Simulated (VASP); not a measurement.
Crystal: Ge3Pd.

```
CELL_PARAMETERS angstrom
4.04011 0.00000 0.00000
0.00000 4.04011 0.00000
0.00000 0.00000 4.04011
ATOMIC_POSITIONS crystal
Ge 0.00000 0.50000 0.50000
Ge 0.50000 0.00000 0.50000
Ge 0.50000 0.50000 0.00000
Pd 0.00000 0.00000 0.00000
```

| Quantity | Value |
| --- | --- |
| Program | VASP 6.6.1 |
| Task | relaxation of cell and atoms |
| Functional | PBE |
| Potentials or basis | VASP PAW PBE potentials, release 64 (Ge_d, Pd) |
| Cutoff | 600 eV |
| k mesh | 4 × 4 × 4 |
| Occupations | gaussian, width 0.1 eV |
| Spin | no spin polarisation |

At the start: pressure 7.3 GPa; volume 16.49 Å³/atom.

How do energy, volume and symmetry change on relaxing?

Over 3 steps the energy falls by 27.1 meV/atom and the volume is 17.73 Å³/atom (+7.6 %); space group Pm-3m (No. 221, to 0.05 Å).

Step by step:
```tsv
step	energy change (eV)	largest force (eV/Å)	pressure (GPa)	volume (Å³)
1	0.0000	0.0000	7.26	65.94
2	-0.0861	0.0000	-2.88	73.33
3	-0.1086	0.0000	-0.03	70.93
```

Final structure:
```
Ge Pd
1.0
     4.13942    0.00000    0.00000
     0.00000    4.13942    0.00000
     0.00000    0.00000    4.13942
Ge Pd
3 1
Direct
  0.00000 0.50000 0.50000
  0.50000 0.00000 0.50000
  0.50000 0.50000 0.00000
  0.00000 0.00000 0.00000
```

Caveat: the k points lie up to 0.38 Å⁻¹ apart in the final cell.
